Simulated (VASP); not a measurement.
Wanted: the native input for a VASP 6.6.1 run.

```
Task                   : single point
Functional             : PBE
Dispersion             : D3(BJ)
Potentials or basis    : VASP PAW PBE potentials, release 64 (B, N)
Cutoff                 : 520 eV
k mesh                 : 6 × 6 × 6
Occupations            : gaussian, width 0.05 eV
Spin                   : no spin polarisation
Dipole correction      : no
Further INCAR settings : ALGO = Normal; EDIFF = 1e-07; NBANDS = 26
```

The structure of BN lies in POSCAR:

```
BN
1.0
    0.0000000000      0.0000000000      4.3376638211
    2.5076849351      3.3394821895      2.1688319106
   -2.5076849351      3.3394821895      2.1688319106
B N
4 4
Direct
    0.4616760485      0.7500000000      0.2500000000
    0.5001068737      0.2500000000      0.7500000000
    0.0001068737      0.5000000000      0.5000000000
    0.0001068737      1.0000000000      0.0000000000
    0.1665931163      0.7500000000      0.2500000000
    0.1665931163      0.2500000000      0.7500000000
    0.6665931163      0.5000000000      0.5000000000
    0.6665931163      0.0000000000      0.0000000000
```

This cell differs from its parent crystal: atom 1 (B) moved +0.167 Å towards its neighbour atom 5 (N) at 1.447 Å.

These files were run (other wordings do the same):

INCAR

```
SYSTEM = BN
ALGO = Normal
EDIFF = 1E-7
ENCUT = 520
GGA = PE
ISIF = 2
ISMEAR = 0
IVDW = 12
LASPH = .TRUE.
LCHARG = .FALSE.
LREAL = .FALSE.
LWAVE = .FALSE.
NBANDS = 26
NELM = 80
PREC = Accurate
SIGMA = 0.05
```

KPOINTS

```
k-points
0
G
  6 6 6
  0 0 0
```

Potentials or basis: VASP PAW PBE potentials, release 64 (B, N).

Command:

```sh
$ cat potpaw_PBE.64/B/POTCAR potpaw_PBE.64/N/POTCAR > POTCAR
$ mpirun -np 1 vasp_std > vasp.out
```

It gave:

```
Pressure                   : 3.3 GPa
Largest force              : 10.766 eV/Å
Band gap on the k mesh     : 3.29 eV (least direct gap 3.67 eV)
Dispersion energy per atom : -0.140 eV
```

Caveat: the cell differs from its parent crystal (atom 1 (B) moved +0.167 Å towards its neighbour atom 5 (N) at 1.447 Å); the cell stands under pressure; forces of over 1 eV/Å act on the atoms, so gaps and moduli don't describe the material at rest.

Wall time 40 s on 1 thread of Intel(R) Xeon(R) 6975P-C (Granite Rapids) (shared host), peak memory 0.22 GiB.
